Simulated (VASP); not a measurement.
Input of a VASP 6.6.1 run:

Contents of INCAR:

```
SYSTEM = ZrO2
  PREC = Accurate
  ENCUT = 600
  EDIFF = 1E-6
  ISMEAR = 0
  SIGMA = 0.02
  LREAL = .False.
  LASPH = .True.
  NELM = 120
  ALGO = Normal
  ISIF = 2
  LWAVE = .False.
  LCHARG = .False.
  GGA = PE
  NBANDS = 19
  GGA_COMPAT = .False.
```

The input KPOINTS:

```
regular mesh
0
Gamma
  8 8 8
  0 0 0
```

File POSCAR:

```
ZrO2
1.0
    0.0000000000      2.5578903959      2.5578903959
    2.5578903959      0.0000000000      2.5578903959
    2.5578903959      2.5578903959      0.0000000000
Zr O
1 2
Direct
    0.0000000000      0.0000000000      0.0000000000
    0.2500000000      0.2500000000      0.2500000000
    0.7500000000      0.7500000000      0.7500000000
```

Potentials or basis: VASP PAW PBE potentials, release 64 (Zr_sv, O).

Command:

```bash
$ cat potpaw_PBE.64/Zr_sv/POTCAR potpaw_PBE.64/O/POTCAR > POTCAR
$ mpirun -np 1 vasp_std > vasp.out
```

Problem. Estimate the band gap on the k mesh.

Solution. 3.31 eV, indirect (least direct gap 3.74 eV).

Problem. What does it give for the pressure?

Solution. 0.1 GPa.

A k mesh can miss the band edges.
